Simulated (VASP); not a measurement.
# Ti (I4/mmm) in VASP: a series of runs

Ti is run at these levels: PBEsol; tasks: single point.

Everything below comes from runs of VASP 6.6.1. Logs are shortened: lines on timing, memory, paths and dates and some standing lists are left out, and cuts for length are marked.

## Step 1: The cell of the first run

Symmetry: I4/mmm, No. 139, tetragonal system. Conventional cell: a = 2.882 Å, b = 2.882 Å, c = 3.346 Å, α = 90.00°, β = 90.00°, γ = 90.00°. Within 3.5 Å of Ti (site symmetry 4/mmm) lie 14 Ti at 2.64 to 3.35 Å.

## Step 2: Single point, PBEsol (volume 13.891 Å^3 an atom, c/a of the conventional cell 1.1612)

File INCAR:

```
SYSTEM = Ti
PREC     = Accurate       ! precision mode
ENCUT    = 520            ! plane-wave cutoff, eV
EDIFF    = 1E-6           ! SCF threshold, eV
ISMEAR   = 0              ! smearing method
SIGMA    = 0.15           ! smearing width, eV
LREAL    = .FALSE.        ! projectors in reciprocal space
LASPH    = .TRUE.         ! aspherical terms in the spheres
NELM     = 80             ! most SCF steps
ALGO     = Normal         ! electronic algorithm
ISIF     = 2              ! what is computed and relaxed
LWAVE    = .FALSE.        ! write WAVECAR
LCHARG   = .FALSE.        ! write CHGCAR
GGA      = PS             ! functional
NBANDS   = 12             ! bands
```

File KPOINTS:

```
regular mesh
0
G
  22 22 22
  0 0 0
```

File POSCAR:

```
Ti
1.0
   -1.4407506724      1.4407506724      1.6729996808
    1.4407506724     -1.4407506724      1.6729996808
    1.4407506724      1.4407506724     -1.6729996808
Ti
1
Direct
    0.0000000000      0.0000000000      0.0000000000
```

Potentials or basis: VASP PAW PBE potentials, release 64 (Ti_sv).

Command:

```bash
$ cat potpaw_PBE.64/Ti_sv/POTCAR > POTCAR
$ mpirun -np 1 vasp_std > vasp.out
```

OUTCAR:

```text
SYSTEM = Ti
   PREC = Accurate
   ENCUT = 520
   EDIFF = 1E-6
   ISMEAR = 0
   LREAL = .FALSE.
   LASPH = .TRUE.
   NELM = 80
   ISIF = 2
   GGA = PS

 ion  position               nearest neighbor table
   1  0.000  0.000  0.000-

  LATTYP: Found a body centered tetragonal cell.
 ALAT       =     2.8815013448
 C/A-ratio  =     1.1612000000

  Lattice vectors:

 A1 = (  -1.4407506724,   1.4407506724,   1.6729996808)
 A2 = (   1.4407506724,  -1.4407506724,   1.6729996808)
 A3 = (   1.4407506724,   1.4407506724,  -1.6729996808)

Analysis of symmetry for initial positions (statically):
=====================================================================
 Subroutine PRICEL returns:
 Original cell was already a primitive cell.

 Routine SETGRP: Setting up the symmetry group for a
 body centered tetragonal supercell.

 Subroutine GETGRP returns: Found 16 space group operations
 (whereof 16 operations were pure point group operations)
 out of a pool of 16 trial point group operations.

The static configuration has the point symmetry D_4h.

Analysis of symmetry for dynamics (positions and initial velocities):
=====================================================================
 Subroutine PRICEL returns:
 Original cell was already a primitive cell.

 Routine SETGRP: Setting up the symmetry group for a
 body centered tetragonal supercell.

 Subroutine GETGRP returns: Found 16 space group operations
 (whereof 16 operations were pure point group operations)
 out of a pool of 16 trial point group operations.

The dynamic configuration has the point symmetry D_4h.

 Subroutine INISYM returns: Found 16 space group operations
 (whereof 16 operations are pure point group operations),
 and found     1 'primitive' translations

----------------------------------------------------------------------------------------

                                     Primitive cell

  volume of cell :      13.8910

  direct lattice vectors                    reciprocal lattice vectors
    -1.440750672  1.440750672  1.672999681     0.000000000  0.347041309  0.298864373
     1.440750672 -1.440750672  1.672999681     0.347041309  0.000000000  0.298864373
     1.440750672  1.440750672 -1.672999681     0.347041309  0.347041309  0.000000000

  length of vectors
     2.636371167  2.636371167  2.636371167     0.457992995  0.457992995  0.490790527

  position of ions in fractional coordinates (direct lattice)
[... 78 lines left out ...]
   LREAL  =      F    real-space projection
   EDIFFG = 0.1E-04   stopping-criterion for IOM
   NSW    =      0    number of steps for IOM
   IBRION =     -1    ionic relax: 0-MD 1-quasi-New 2-CG
   NFREE  =      0    steps in history (QN), initial steepest desc. (CG)
   ISIF   =      2    stress and relaxation
   ISYM   =      2    0-nonsym 1-usesym 2-fastsym
   POTIM  = 0.5000    time-step for ionic-motion
   TEBEG  =    0.0;   TEEND  =   0.0 temperature during run
   PSTRESS=    0.0 pullay stress
   NELECT =      12.0000    total number of electrons
   NUPDOWN=      -1.0000    fix difference up-down
   EMIN   =  10.00;   EMAX   =-10.00  energy-range for DOS
   EFERMI =   0.00;   METHOD = LEGACY
   ISMEAR =     0;   SIGMA  =   0.15  broadening in eV -4-tet -1-fermi 0-gaus
   EFERMI_NEDOS =   21; number of points for ismear=-14 and -15
   IALGO  =     38    algorithm
   IMIX   =      4    mixing-type and parameters
     AMIX     =   0.40;   BMIX     =  1.00
     AMIX_MAG =   1.60;   BMIX_MAG =  1.00
  volume/ion in A,a.u.               =      13.89        93.74
  Fermi-wavevector in a.u.,A,eV,Ry     =   1.559160  2.946386 33.075498  2.430981
  Thomas-Fermi vector in A             =   2.662559
   LORBIT       =      0    0 simple, 1 ext, 2 COOP (PROOUT), +10 PAW based schemes
   GGA     = PS    functional components
   LHFCALC =     F    Hartree Fock is set to
   AEXX    =    0.0000 exact exchange contribution
   IVDW    =     0    specifies the selected vdW correction
   LEPSILON=     F    determine dielectric tensor
   LRPA    =     F    only Hartree local field effects (RPA)
 non-spin polarized calculation
 Gauss-broadening in eV      SIGMA  =   0.15
  energy-cutoff  :      520.00
  volume of cell :       13.89
 maximum number of plane-waves:       396
   NGX =  9   NGY =  9   NGZ =  9

 number of electron      12.0000002 magnetization

 Free energy of the ion-electron system (eV)
  ---------------------------------------------------
  ext. energy  EPLUGINS =         0.00000000
  ---------------------------------------------------
  free energy    TOTEN  =        -8.06336742 eV

  energy without entropy =       -8.04336664  energy(sigma->0) =       -8.05336703

 E-fermi :  10.5658     XC(G=0): -12.7428

 val. band max:       10.5638727786   @ k =  -0.0455   0.4091   0.0455
 cond. band min:      10.5661321291   @ k =   0.4091   0.2273   0.0909
 fundamental gap:      0.0022593505
 Fermi energy:        10.5657824637

 k-point     1 :       0.0000    0.0000    0.0000
  band No.  band energies     occupation
      1     -45.4718      2.00000
      2     -21.0378      2.00000
      3     -21.0378      2.00000
      4     -21.0316      2.00000
      5       4.1482      2.00000
      6      11.3566      0.00000
      7      11.3566      0.00000
      8      12.5949      0.00000
      9      13.0031      0.00000
     10      14.4363      0.00000
     11      27.9275      0.00000
     12      30.7298      0.00000
[... 331 lines left out ...]
 k-point    24 :      -0.4545    0.0455    0.0000
  band No.  band energies     occupation
      1     -45.1731      2.00000
      2     -22.3525      2.00000
      3     -21.3605      2.00000
      4     -21.0715      2.00000
      5       7.5238      2.00000
      6      10.4464      1.73955
      7      11.7336      0.00000
      8      12.9635      0.00000
      9      14.7712      0.00000
     10      15.7168      0.00000
     11      22.1574      0.00000
     12      26.2116      0.00000

 [... further k-points ...]
[... 5 lines left out ...]
  --------------------------------------------------------------------------------------
  -------------------------------------------------------------------------------------
  Total        2.2701028      2.2701028      2.3186383      0.0000000      0.0000000      0.0000000
  in kB      261.8319213    261.8319213    267.4299661      0.0000000      0.0000000      0.0000000
  external PRESSURE =     263.6979362 kB  Pullay stress =       0.0000000 kB

 VOLUME and BASIS-vectors are now :
 -----------------------------------------------------------------------------
  energy-cutoff  :      520.00
  volume of cell :       13.89
      direct lattice vectors                 reciprocal lattice vectors
    -1.440750672  1.440750672  1.672999681     0.000000000  0.347041309  0.298864373
     1.440750672 -1.440750672  1.672999681     0.347041309  0.000000000  0.298864373
     1.440750672  1.440750672 -1.672999681     0.347041309  0.347041309  0.000000000

 POSITION                                       TOTAL-FORCE (eV/Angst)
 -----------------------------------------------------------------------------------
      0.00000      0.00000      0.00000         0.000000     -0.000000     -0.000000
 -----------------------------------------------------------------------------------
    total drift:                                0.000000     -0.000000     -0.000000

  FREE ENERGIE OF THE ION-ELECTRON SYSTEM (eV)
  ---------------------------------------------------
  free  energy   TOTEN  =        -8.0633674243 eV

  energy  without entropy=       -8.0433666418  energy(sigma->0) =       -8.05336703
```

OSZICAR:

```text
N       E                     dE             d eps       ncg     rms          rms(c)
DAV:   1     0.852281813583E+02    0.85228E+02   -0.65621E+03 20192   0.126E+03
DAV:   2    -0.489158275950E+01   -0.90120E+02   -0.87430E+02 20360   0.300E+02
DAV:   3    -0.871253326196E+01   -0.38210E+01   -0.37798E+01 26512   0.635E+01
DAV:   4    -0.880130410756E+01   -0.88771E-01   -0.88676E-01 22380   0.838E+00
DAV:   5    -0.880355208531E+01   -0.22480E-02   -0.22479E-02 23088   0.116E+00    0.113E+01
DAV:   6    -0.804451802148E+01    0.75903E+00   -0.16124E+00 21912   0.193E+01    0.352E+00
DAV:   7    -0.804290989652E+01    0.16081E-02   -0.11744E-01 24600   0.431E+00    0.162E+00
DAV:   8    -0.806301558388E+01   -0.20106E-01   -0.56290E-02 20844   0.265E+00    0.147E-01
DAV:   9    -0.806324698324E+01   -0.23140E-03   -0.52949E-03 24088   0.721E-01    0.121E-01
DAV:  10    -0.806339538714E+01   -0.14840E-03   -0.49027E-04 21156   0.241E-01    0.272E-02
DAV:  11    -0.806336809429E+01    0.27293E-04   -0.32367E-05 23556   0.771E-02    0.709E-03
DAV:  12    -0.806336742432E+01    0.66996E-06   -0.75820E-07 18020   0.927E-03
   1 F= -.80633674E+01 E0= -.80533670E+01  d E =-.200008E-01
```

Wall time 53 s (1 thread of AMD EPYC 9R45 (Zen 5), shared host); peak memory 0.21 GiB.

Results:

```
Free energy            : -8.0634 eV
Pressure               : 26.4 GPa
Band gap on the k mesh : zero (band 6 reaches 11.68 eV, above the bottom of band 7 at 9.81 eV)
```

Caveat: the PAW data sets were made with another functional, which shifts forces and pressure a little.

## Step 3: Single point, PBEsol (volume 13.891 Å^3 an atom, c/a of the conventional cell 0.8612)

File INCAR:

```
SYSTEM = Ti
PREC = Accurate
ENCUT = 520
EDIFF = 1E-7
ISMEAR = 0
SIGMA = 0.15
LREAL = .False.
LASPH = .True.
NELM = 80
ALGO = Normal
ISIF = 2
LWAVE = .False.
LCHARG = .False.
GGA = PS
NBANDS = 12
```

File KPOINTS:

```
regular mesh
0
Gamma
  22 22 22
  0 0 0
```

File POSCAR:

```
Ti
1.0
   -1.5916827134      1.5916827134      1.3707571528
    1.5916827134     -1.5916827134      1.3707571528
    1.5916827134      1.5916827134     -1.3707571528
Ti
1
Direct
    0.0000000000      0.0000000000      0.0000000000
```

Potentials or basis: VASP PAW PBE potentials, release 64 (Ti_sv).

Command:

```bash
$ cat potpaw_PBE.64/Ti_sv/POTCAR > POTCAR
$ mpirun -np 1 vasp_std > vasp.out
```

OUTCAR:

```text
SYSTEM = Ti
   PREC = Accurate
   ENCUT = 520
   EDIFF = 1E-7
   ISMEAR = 0
   LREAL = .False.
   LASPH = .True.
   NELM = 80
   ISIF = 2
   GGA = PS

 ion  position               nearest neighbor table
   1  0.000  0.000  0.000-

  LATTYP: Found a body centered tetragonal cell.
 ALAT       =     3.1833654268
 C/A-ratio  =     0.8612000000

  Lattice vectors:

 A1 = (  -1.5916827134,   1.5916827134,   1.3707571528)
 A2 = (   1.5916827134,  -1.5916827134,   1.3707571528)
 A3 = (   1.5916827134,   1.5916827134,  -1.3707571528)

Analysis of symmetry for initial positions (statically):
=====================================================================
 Subroutine PRICEL returns:
 Original cell was already a primitive cell.

 Routine SETGRP: Setting up the symmetry group for a
 body centered tetragonal supercell.

 Subroutine GETGRP returns: Found 16 space group operations
 (whereof 16 operations were pure point group operations)
 out of a pool of 16 trial point group operations.

The static configuration has the point symmetry D_4h.

Analysis of symmetry for dynamics (positions and initial velocities):
[... 160 lines left out ...]
 cond. band min:      10.5455616116   @ k =  -0.1818  -0.1818   0.0455
 fundamental gap:      0.0050564573
 Fermi energy:        10.5418213107

 k-point     1 :       0.0000    0.0000    0.0000
  band No.  band energies     occupation
      1     -45.4726      2.00000
      2     -21.0450      2.00000
      3     -21.0450      2.00000
      4     -20.9930      2.00000
      5       4.1563      2.00000
      6      10.7327      0.07191
      7      12.2864      0.00000
      8      12.2864      0.00000
      9      12.8309      0.00000
     10      14.6562      0.00000
     11      28.6380      0.00000
     12      28.6380      0.00000
[... 331 lines left out ...]
 k-point    24 :      -0.4545    0.0455    0.0000
  band No.  band energies     occupation
      1     -45.1361      2.00000
      2     -22.3359      2.00000
      3     -21.4546      2.00000
      4     -21.1546      2.00000
      5       7.4352      2.00000
      6       9.3957      2.00000
      7      12.4811      0.00000
      8      13.8911      0.00000
      9      15.0900      0.00000
     10      15.8493      0.00000
     11      23.1640      0.00000
     12      25.5072      0.00000

 [... further k-points ...]
[... 5 lines left out ...]
  --------------------------------------------------------------------------------------
  -------------------------------------------------------------------------------------
  Total        2.2373185      2.2373185      2.1502653      0.0000000      0.0000000      0.0000000
  in kB      258.0506098    258.0506098    248.0099596      0.0000000      0.0000000      0.0000000
  external PRESSURE =     254.7037264 kB  Pullay stress =       0.0000000 kB

 VOLUME and BASIS-vectors are now :
 -----------------------------------------------------------------------------
  energy-cutoff  :      520.00
  volume of cell :       13.89
      direct lattice vectors                 reciprocal lattice vectors
    -1.591682713  1.591682713  1.370757153     0.000000000  0.314132959  0.364761912
     1.591682713 -1.591682713  1.370757153     0.314132959  0.000000000  0.364761912
     1.591682713  1.591682713 -1.370757153     0.314132959  0.314132959  0.000000000

 POSITION                                       TOTAL-FORCE (eV/Angst)
 -----------------------------------------------------------------------------------
      0.00000      0.00000      0.00000        -0.000000      0.000000     -0.000000
 -----------------------------------------------------------------------------------
    total drift:                                0.000000     -0.000000      0.000000

  FREE ENERGIE OF THE ION-ELECTRON SYSTEM (eV)
  ---------------------------------------------------
  free  energy   TOTEN  =        -8.0770864626 eV

  energy  without entropy=       -8.0603074978  energy(sigma->0) =       -8.06869698
```

stdout:

```text
POSCAR found type information on POSCAR Ti
 POSCAR found :  1 types and       1 ions
 scaLAPACK will be used
 -----------------------------------------------------------------------------
|                                                                             |
|                                                                             |
|     You enforced a specific xc type in the INCAR file but a different       |
|     I HOPE YOU KNOW WHAT YOU ARE DOING!                                     |
|                                                                             |
 -----------------------------------------------------------------------------

 LDA part: xc-table for (Slater+PW92), standard interpolation
 POSCAR, INCAR and KPOINTS ok, starting setup
 FFT: planning ... GRIDC
 FFT: planning ... GRID_SOFT
 FFT: planning ... GRID
 WAVECAR not read
 entering main loop
```

It took 62 s on 1 thread of AMD EPYC 9R45 (Zen 5), shared host; peak memory 0.21 GiB.

What came out:

```yaml
Free_energy: -8.0771 eV
Pressure: 25.5 GPa
Band_gap_on_the_k_mesh: zero (band 6 reaches 11.52 eV, above the bottom of band 7 at 9.90 eV)
```

Stress tensor (GPa, compression positive):
```
25.81  0.00  0.00
 0.00 25.81  0.00
 0.00  0.00 24.80
```

Levels at points of the mesh, in eV from the Fermi level:
```tsv
k point	band 4	band 5	band 6	band 7	band 8	band 9
(0.00, 0.00, 0.00)	-31.53	-6.39	0.19	1.74	1.74	2.29
(0.50, 0.00, 0.00)	-31.70	-3.19	-1.26	2.57	3.30	4.79
(0.50, 0.50, 0.00)	-31.52	-3.01	0.49	1.20	2.24	3.42
(0.50, 0.50, 0.50)	-32.17	-3.30	-2.78	4.98	4.98	5.32
```

Caveat: the PAW data sets were made with another functional, which shifts forces and pressure a little.
